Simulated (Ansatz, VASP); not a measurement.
Two plane-wave programs on Pd

```xyz
1
Lattice="-1.5685 1.5685 1.5685 1.5685 -1.5685 1.5685 1.5685 1.5685 -1.5685" Properties=species:S:1:pos:R:3 pbc="T T T"
Pd    0.0000    0.0000    0.0000
```

Alike in both runs: task single point; functional PBE; k mesh 18 × 18 × 18; occupations gaussian, width 0.05 eV; no spin polarisation.

|  | VASP | Ansatz |
| --- | --- | --- |
| version | VASP 6.6.1 | Ansatz 0.2.0 |
| potentials or method | VASP PAW PBE potentials, release 64 (Pd), cutoff 500 eV | scalar-relativistic, plane waves, PAW |
| valence electrons in the cell | 10 | 18 |

Ansatz gave:

- pressure (GPa): 0.0

**Question.** Which values does VASP return?

**Answer.** Pressure (GPa): -0.3.

VASP's potentials hold 10 valence electrons a cell and Ansatz's 18, so a difference there can come from the potentials and not from the codes.
